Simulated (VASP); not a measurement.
# AgCl (I4/mmm) in VASP: notebook

AgCl is run at these levels: LDA; tasks: electric field gradients.

All numbers are computed with VASP 6.6.1; they aren't measurements. Logs are shortened: lines on timing, memory, paths and dates and some standing lists are left out, and cuts for length are marked.

### Step 1. The cell of the first run

The structure is tetragonal, space group I4/mmm (No. 139). The conventional cell has a = 3.804 Å, b = 3.804 Å, c = 5.546 Å, α = 90.00°, β = 90.00°, γ = 90.00°. Ag (site symmetry 4/mmm) has 6 Cl at 2.69 to 2.77 Å within 3.5 Å. Cl (site symmetry 4/mmm) has 6 Ag at 2.69 to 2.77 Å within 3.5 Å.

### Step 2. Electric field gradients, LDA (equal xx and yy strain of -3 %)

Input file INCAR:

```
SYSTEM = AgCl
PREC = Accurate ; ENCUT = 520
EDIFF = 1E-8 ; ISMEAR = -1
SIGMA = 0.02 ; LREAL = .False.
LASPH = .True. ; NELM = 60
ALGO = Normal ; ISIF = 2
LWAVE = .False. ; LCHARG = .False.
GGA = CA ; LEFG = .True.
NBANDS = 16
```

Input file KPOINTS:

```
Automatic mesh
0
Gamma
  8 8 8
  0 0 0
```

Input file POSCAR:

```
AgCl
1.0
    0.0000000000      2.6899555000      2.7731500000
    2.6899555000      0.0000000000      2.7731500000
    2.6899555000      2.6899555000      0.0000000000
Ag Cl
1 1
Direct
    0.5000000000      0.5000000000      0.5000000000
    0.0000000000      0.0000000000      0.0000000000
```

Potentials or basis: VASP PAW LDA potentials, release 64 (Ag, Cl).

Launch:

```console
cat potpaw_LDA.64/Ag/POTCAR potpaw_LDA.64/Cl/POTCAR > POTCAR
mpirun -np 1 vasp_std > vasp.out
```

OUTCAR:

```text
SYSTEM = AgCl
   PREC = Accurate
   ENCUT = 520
   EDIFF = 1E-8
   ISMEAR = -1
   LREAL = .False.
   LASPH = .True.
   NELM = 60
   ISIF = 2
   GGA = CA

 ion  position               nearest neighbor table
   1  0.500  0.500  0.500-   2 2.69   2 2.69   2 2.69   2 2.69   2 2.77   2 2.77
   2  0.000  0.000  0.000-   1 2.69   1 2.69   1 2.69   1 2.69   1 2.77   1 2.77

  LATTYP: Found a body centered tetragonal cell.
 ALAT       =     3.8041715503
 C/A-ratio  =     1.4579521262

  Lattice vectors:

 A1 = (  -2.6899555000,   0.0000000000,   2.7731500000)
 A2 = (   2.6899555000,   0.0000000000,   2.7731500000)
 A3 = (   0.0000000000,   2.6899555000,  -2.7731500000)

Analysis of symmetry for initial positions (statically):
=====================================================================
 Subroutine PRICEL returns:
 Original cell was already a primitive cell.

 Routine SETGRP: Setting up the symmetry group for a
 body centered tetragonal supercell.

 Subroutine GETGRP returns: Found 16 space group operations
 (whereof 16 operations were pure point group operations)
 out of a pool of 16 trial point group operations.

The static configuration has the point symmetry D_4h.

Analysis of symmetry for dynamics (positions and initial velocities):
=====================================================================
 Subroutine PRICEL returns:
 Original cell was already a primitive cell.

 Routine SETGRP: Setting up the symmetry group for a
 body centered tetragonal supercell.

 Subroutine GETGRP returns: Found 16 space group operations
 (whereof 16 operations were pure point group operations)
 out of a pool of 16 trial point group operations.

The dynamic configuration has the point symmetry D_4h.

 Subroutine INISYM returns: Found 16 space group operations
 (whereof 16 operations are pure point group operations),
 and found     1 'primitive' translations

----------------------------------------------------------------------------------------

                                     Primitive cell

  volume of cell :      40.1323

  direct lattice vectors                    reciprocal lattice vectors
     0.000000000  2.689955500  2.773150000    -0.185876681  0.185876681  0.180300380
     2.689955500  0.000000000  2.773150000     0.185876681 -0.185876681  0.180300380
     2.689955500  2.689955500  0.000000000     0.185876681  0.185876681 -0.180300380

  length of vectors
     3.863446844  3.863446844  3.804171550     0.318760895  0.318760895  0.318760895

  position of ions in fractional coordinates (direct lattice)
     0.500000000  0.500000000  0.500000000
     0.000000000  0.000000000  0.000000000

  ion indices of the primitive-cell ions
   primitive index   ion index
                 1           1
                 2           2

----------------------------------------------------------------------------------------

 KPOINTS: Automatic mesh

Automatic generation of k-mesh.
 Grid dimensions read from file:
 generate k-points for:    8    8    8

 Generating k-lattice:

  Cartesian coordinates                     Fractional coordinates (reciprocal lattice)
    -0.023234585  0.023234585  0.022537548     0.125000000  0.000000000  0.000000000
     0.023234585 -0.023234585  0.022537548     0.000000000  0.125000000  0.000000000
     0.023234585  0.023234585 -0.022537548     0.000000000  0.000000000  0.125000000

  Length of vectors
     0.039845112  0.039845112  0.039845112

  Shift w.r.t. Gamma in fractional coordinates (k-lattice)
     0.000000000  0.000000000  0.000000000

 Subroutine IBZKPT returns following result:
 ===========================================

 Found     59 irreducible k-points:

 Following reciprocal coordinates:
            Coordinates               Weight
  0.000000  0.000000  0.000000      1.000000
  0.125000  0.000000  0.000000      8.000000
  0.250000  0.000000  0.000000      8.000000
  0.375000  0.000000  0.000000      8.000000
  0.500000  0.000000  0.000000      4.000000
  0.125000  0.125000  0.000000      2.000000
[... 16 lines left out ...]
  0.250000  0.000000  0.125000     16.000000
  0.375000  0.000000  0.125000     16.000000
 [... further k-points ...]
   k-points           NKPTS =     59   k-points in BZ     NKDIM =     59   number of bands    NBANDS=     16
   number of dos      NEDOS =    301   number of ions     NIONS =      2
   total plane-waves  NPLWV =  25200
   dimension x,y,z NGX =    30 NGY =   30 NGZ =   28
   dimension x,y,z NGXF=    60 NGYF=   60 NGZF=   56
   ions per type =               1   1
   NGX,Y,Z   is equivalent  to a cutoff of  12.91, 12.91, 12.24 a.u.
   NGXF,Y,Z  is equivalent  to a cutoff of  25.82, 25.82, 24.47 a.u.
 SYSTEM =  AgCl
   PREC   = accura    normal or accurate (medium, high low for compatibility)
   ISTART =      0    job   : 0-new  1-cont  2-samecut
   ICHARG =      2    charge: 1-file 2-atom 10-const
   ISPIN  =      1    spin polarized calculation?
   LNONCOLLINEAR =      F non collinear calculations
   LSORBIT =      F    spin-orbit coupling
   LASPH  =      T    aspherical Exc in radial PAW
   ENCUT  =  520.0 eV  38.22 Ry    6.18 a.u.   7.18  7.18  7.07*2*pi/ulx,y,z
   NELM   =     60;   NELMIN=  2; NELMDL= -5     # of ELM steps
   EDIFF  = 0.1E-07   stopping-criterion for ELM
   LREAL  =      F    real-space projection
   EDIFFG = 0.1E-06   stopping-criterion for IOM
   NSW    =      0    number of steps for IOM
   IBRION =     -1    ionic relax: 0-MD 1-quasi-New 2-CG
   NFREE  =      0    steps in history (QN), initial steepest desc. (CG)
   ISIF   =      2    stress and relaxation
   ISYM   =      2    0-nonsym 1-usesym 2-fastsym
   POTIM  = 0.5000    time-step for ionic-motion
   TEBEG  =    0.0;   TEEND  =   0.0 temperature during run
   PSTRESS=    0.0 pullay stress
   NELECT =      18.0000    total number of electrons
   NUPDOWN=      -1.0000    fix difference up-down
   EMIN   =  10.00;   EMAX   =-10.00  energy-range for DOS
   EFERMI =   0.00;   METHOD = LEGACY
   ISMEAR =    -1;   SIGMA  =   0.02  broadening in eV -4-tet -1-fermi 0-gaus
   EFERMI_NEDOS =   21; number of points for ismear=-14 and -15
   IALGO  =     38    algorithm
   IMIX   =      4    mixing-type and parameters
     AMIX     =   0.40;   BMIX     =  1.00
     AMIX_MAG =   1.60;   BMIX_MAG =  1.00
  volume/ion in A,a.u.               =      20.07       135.41
  Fermi-wavevector in a.u.,A,eV,Ry     =   1.253144  2.368100 21.366196  1.570371
  Thomas-Fermi vector in A             =   2.387011
   LORBIT       =      0    0 simple, 1 ext, 2 COOP (PROOUT), +10 PAW based schemes
   GGA     = CA    functional components
   LHFCALC =     F    Hartree Fock is set to
   AEXX    =    0.0000 exact exchange contribution
   IVDW    =     0    specifies the selected vdW correction
   LEPSILON=     F    determine dielectric tensor
   LRPA    =     F    only Hartree local field effects (RPA)
 non-spin polarized calculation
  energy-cutoff  :      520.00
  volume of cell :       40.13
 maximum number of plane-waves:      1095
 NGX is ok and might be reduce to    30
   NGX = 15   NGY = 15   NGZ = 15

 number of electron      18.0000004 magnetization

 Free energy of the ion-electron system (eV)
  ---------------------------------------------------
  ext. energy  EPLUGINS =         0.00000000
  ---------------------------------------------------
  free energy    TOTEN  =        -6.77613760 eV

  energy without entropy =       -6.77613759  energy(sigma->0) =       -6.77613759

 E-fermi :   4.7814     XC(G=0): -10.7475

 val. band max:        4.4916893239   @ k =   0.5000   0.0000   0.0000
 cond. band min:       5.0367451781   @ k =   0.0000   0.0000   0.0000
 fundamental gap:      0.5450558542
 Fermi energy:         4.7814453620

 k-point     1 :       0.0000    0.0000    0.0000
  band No.  band energies     occupation
      1     -11.0923      2.00000
      2       1.5334      2.00000
      3       1.6243      2.00000
      4       1.6243      2.00000
      5       1.6302      2.00000
      6       1.6410      2.00000
[... 8 lines left out ...]
     15      17.2563      0.00000
     16      17.9734      0.00000
[... 419 lines left out ...]
 k-point    24 :       0.3750    0.0000    0.1250
  band No.  band energies     occupation
      1     -10.6567      2.00000
      2      -0.9510      2.00000
      3      -0.0326      2.00000
      4       0.1992      2.00000
      5       1.7960      2.00000
      6       1.9979      2.00000
[... 8 lines left out ...]
     15      18.1446      0.00000
     16      18.4454      0.00000

 [... further k-points ...]

------------------------ aborting loop because EDIFF is reached ----------------------------------------

  FORCE on cell =-STRESS in cart. coord.  units (eV):
  Direction    XX          YY          ZZ          XY          YZ          ZX
  --------------------------------------------------------------------------------------
  -------------------------------------------------------------------------------------
  Total       -0.6023324     -0.6023324     -0.7963611      0.0000000     -0.0000000      0.0000000
  in kB      -24.0465776    -24.0465776    -31.7926738      0.0000000     -0.0000000      0.0000000
  external PRESSURE =     -26.6286096 kB  Pullay stress =       0.0000000 kB

 VOLUME and BASIS-vectors are now :
 -----------------------------------------------------------------------------
  energy-cutoff  :      520.00
  volume of cell :       40.13
      direct lattice vectors                 reciprocal lattice vectors
     0.000000000  2.689955500  2.773150000    -0.185876681  0.185876681  0.180300380
     2.689955500  0.000000000  2.773150000     0.185876681 -0.185876681  0.180300380
     2.689955500  2.689955500  0.000000000     0.185876681  0.185876681 -0.180300380

 POSITION                                       TOTAL-FORCE (eV/Angst)
 -----------------------------------------------------------------------------------
      2.68996      2.68996      2.77315         0.000000      0.000000     -0.000000
      0.00000      0.00000      0.00000         0.000000      0.000000      0.000000
 -----------------------------------------------------------------------------------
    total drift:                                0.000000      0.000000      0.000000

  FREE ENERGIE OF THE ION-ELECTRON SYSTEM (eV)
  ---------------------------------------------------
  free  energy   TOTEN  =        -6.7761375983 eV

  energy  without entropy=       -6.7761375916  energy(sigma->0) =       -6.77613759

 Electric field gradients (V/A^2)
---------------------------------------------------------------------
 ion       V_xx      V_yy      V_zz      V_xy      V_xz      V_yz
---------------------------------------------------------------------
   1     -10.073   -10.073    20.145    -0.000     0.000     0.000
   2       7.461     7.461   -14.922    -0.001     0.001     0.001
---------------------------------------------------------------------

 Electric field gradients after diagonalization (V/A^2)
 (convention: |V_zz| > |V_xx| > |V_yy|)
----------------------------------------------------------------------
 ion       V_xx      V_yy      V_zz     asymmetry (V_yy - V_xx)/ V_zz
----------------------------------------------------------------------
   1     -10.073   -10.072    20.145       0.000
   2       7.462     7.460   -14.922       0.000
----------------------------------------------------------------------

           NMR quadrupolar parameters

 Cq : quadrupolar parameter    Cq=e*Q*V_zz/h
 eta: asymmetry parameters     (V_yy - V_xx)/ V_zz
 Q  : nuclear electric quadrupole moment in mb (millibarn)
----------------------------------------------------------------------
 ion       Cq(MHz)       eta       Q (mb)
----------------------------------------------------------------------
   1       0.049       0.000       1.000
   2      -0.036       0.000       1.000
----------------------------------------------------------------------
```

Wall time 62 s (1 thread of Intel Xeon 8259CL, shared host); peak memory 0.17 GiB.

Results:

* Free energy: -6.7761 eV
* Pressure: -2.7 GPa
* Band gap on the k mesh: 0.55 eV (least direct gap 3.14 eV)
* Largest electric field gradient by atom: Ag +20.1; Cl -14.9 V/Å²

Stress tensor (GPa, compression positive):
```
-2.40  0.00  0.00
 0.00 -2.40  0.00
 0.00  0.00 -3.18
```

Levels at points of the mesh, in eV from the valence-band top:
| k point | band 5 | band 6 | band 7 | band 8 | band 9 | band 10 | band 11 | band 12 | band 13 | band 14 |
| --- | --- | --- | --- | --- | --- | --- | --- | --- | --- | --- |
| (0.00, 0.00, 0.00) | -2.86 | -2.85 | -2.70 | -2.70 | -2.60 | 0.54 | 10.58 | 10.65 | 10.65 | 11.85 |
| (0.50, 0.00, 0.00) | -2.46 | -2.45 | -2.10 | -0.21 | 0.00 | 3.69 | 6.59 | 7.08 | 7.39 | 13.41 |
| (0.50, 0.50, 0.00) | -3.33 | -2.66 | -2.31 | -2.31 | -2.19 | 1.95 | 7.80 | 8.29 | 11.59 | 11.59 |
| (0.50, 0.00, 0.50) | -3.28 | -2.61 | -2.33 | -2.30 | -2.18 | 1.90 | 7.60 | 8.58 | 11.11 | 11.62 |

Electric field gradients, principal values (V/Å²):
```csv
atom,least,middle,greatest (by size)
1 Ag,-10.072,-10.073,20.145
2 Cl,7.460,7.462,-14.922
```

Caveat: the cell differs from its parent crystal (equal xx and yy strain of -3 %); without QUAD_EFG the Cq values of the log hold for a quadrupole moment of 1 mb, not for the nuclei.

### Step 3. Electric field gradients, LDA (equal xx and yy strain of -3 %)

Input file INCAR:

```
PREC     = Accurate       # precision mode
ENCUT    = 520            # plane-wave cutoff, eV
EDIFF    = 1E-8           # SCF threshold, eV
ISMEAR   = -1             # smearing method
SIGMA    = 0.02           # smearing width, eV
LREAL    = False          # projectors in reciprocal space
LASPH    = True           # aspherical terms in the spheres
NELM     = 100            # most SCF steps
ALGO     = Normal         # electronic algorithm
ISIF     = 2              # what is computed and relaxed
LWAVE    = False          # write WAVECAR
LCHARG   = False          # write CHGCAR
GGA      = CA             # functional
LEFG     = True         
NBANDS   = 16             # bands
```

Input file KPOINTS:

```
Automatic mesh
0
Gamma
  8 8 8
```

POSCAR is that of step 2.

Potentials or basis: VASP PAW LDA potentials, release 64 (Ag, Cl).

Launch:

```console
cat potpaw_LDA.64/Ag/POTCAR potpaw_LDA.64/Cl/POTCAR > POTCAR
mpirun -np 1 vasp_std > vasp.out
```

OUTCAR:

```text
PREC = Accurate
   ENCUT = 520
   EDIFF = 1E-8
   ISMEAR = -1
   LREAL = False
   LASPH = True
   NELM = 100
   ISIF = 2
   GGA = CA

 ion  position               nearest neighbor table
   1  0.500  0.500  0.500-   2 2.69   2 2.69   2 2.69   2 2.69   2 2.77   2 2.77
   2  0.000  0.000  0.000-   1 2.69   1 2.69   1 2.69   1 2.69   1 2.77   1 2.77

  LATTYP: Found a body centered tetragonal cell.
 ALAT       =     3.8041715503
 C/A-ratio  =     1.4579521262

  Lattice vectors:

 A1 = (  -2.6899555000,   0.0000000000,   2.7731500000)
 A2 = (   2.6899555000,   0.0000000000,   2.7731500000)
[... 669 lines left out ...]
  free  energy   TOTEN  =        -6.7761375983 eV

  energy  without entropy=       -6.7761375916  energy(sigma->0) =       -6.77613759

 Electric field gradients (V/A^2)
---------------------------------------------------------------------
 ion       V_xx      V_yy      V_zz      V_xy      V_xz      V_yz
---------------------------------------------------------------------
   1     -10.073   -10.073    20.145    -0.000     0.000     0.000
   2       7.461     7.461   -14.922    -0.001     0.001     0.001
---------------------------------------------------------------------

 Electric field gradients after diagonalization (V/A^2)
 (convention: |V_zz| > |V_xx| > |V_yy|)
----------------------------------------------------------------------
 ion       V_xx      V_yy      V_zz     asymmetry (V_yy - V_xx)/ V_zz
----------------------------------------------------------------------
   1     -10.073   -10.072    20.145       0.000
   2       7.462     7.460   -14.922       0.000
----------------------------------------------------------------------

           NMR quadrupolar parameters

 Cq : quadrupolar parameter    Cq=e*Q*V_zz/h
 eta: asymmetry parameters     (V_yy - V_xx)/ V_zz
 Q  : nuclear electric quadrupole moment in mb (millibarn)
----------------------------------------------------------------------
 ion       Cq(MHz)       eta       Q (mb)
----------------------------------------------------------------------
   1       0.049       0.000       1.000
   2      -0.036       0.000       1.000
----------------------------------------------------------------------
```

stdout:

```text
POSCAR found type information on POSCAR AgCl
 POSCAR found :  2 types and       2 ions
 scaLAPACK will be used
 LDA part: xc-table for (Slater(with rela. corr.)+CA(PZ))
 , standard interpolation
 POSCAR, INCAR and KPOINTS ok, starting setup
 FFT: planning ... GRIDC
 FFT: planning ... GRID_SOFT
 FFT: planning ... GRID
 WAVECAR not read
 entering main loop
ion   1

ion   2
```

Wall time 64 s (1 thread of Intel Xeon 8259CL, shared host); peak memory 0.17 GiB.

What came out:

```yaml
Free_energy: -6.7761 eV
Pressure: -2.7 GPa
Band_gap_on_the_k_mesh: 0.55 eV (least direct gap 3.14 eV)
Largest_electric_field_gradient_by_atom: Ag +20.1; Cl -14.9 V/Å²
```

Electric field gradients, principal values (V/Å²):
| atom | least | middle | greatest (by size) |
| --- | --- | --- | --- |
| 1 Ag | -10.072 | -10.073 | 20.145 |
| 2 Cl | 7.460 | 7.462 | -14.922 |

Caveat: the cell differs from its parent crystal (equal xx and yy strain of -3 %); without QUAD_EFG the Cq values of the log hold for a quadrupole moment of 1 mb, not for the nuclei. A k mesh can miss the band edges.

(Part 1 of 2 ends here.)
